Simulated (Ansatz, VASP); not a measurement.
## Cu in VASP and in Ansatz

```
Cu
1.0
     1.24236   -4.05437    0.00000
     1.24236    4.05437    0.00000
     0.00000    0.00000    2.52405
Cu
2
Direct
  0.86613 0.13387 0.75000
  0.13387 0.86613 0.25000
```

Alike in both runs: task single point; functional LDA; k mesh 11 × 11 × 11; occupations fermi-dirac, width 0.05 eV; no spin polarisation.

|  | VASP | Ansatz |
| --- | --- | --- |
| version | VASP 6.6.1 | Ansatz 0.2.0 |
| potentials or method | VASP PAW LDA potentials, release 64 (Cu) | Ansatz PAW |
| plane-wave cutoff (eV) | 520 | 420 |
| valence electrons in the cell | 22 | 38 |

Ansatz gave:

```
gap on the k mesh at the Fermi level (eV)                     : none
pressure (GPa)                                                : -14.2
traceless stress, the component that is largest in VASP (GPa) : -1.01
rms of the force components (eV/Å)                            : 0.061
```

Problem. Estimate VASP's values.

Solution. gap on the k mesh at the Fermi level (eV): none; pressure (GPa): -13.6; traceless stress, the component that is largest in VASP (GPa): -0.94; rms of the force components (eV/Å): 0.059.

LDA's correlation is that of Perdew and Zunger in VASP and of Perdew and Wang (1992) in Ansatz. Atom by atom the forces differ by 0.002 eV/Å (rms over components). A gap of «none» marks a metal or a gap that the smearing closes. VASP's potentials hold 22 valence electrons a cell and Ansatz's 38, so a difference there can come from the potentials and not from the codes.
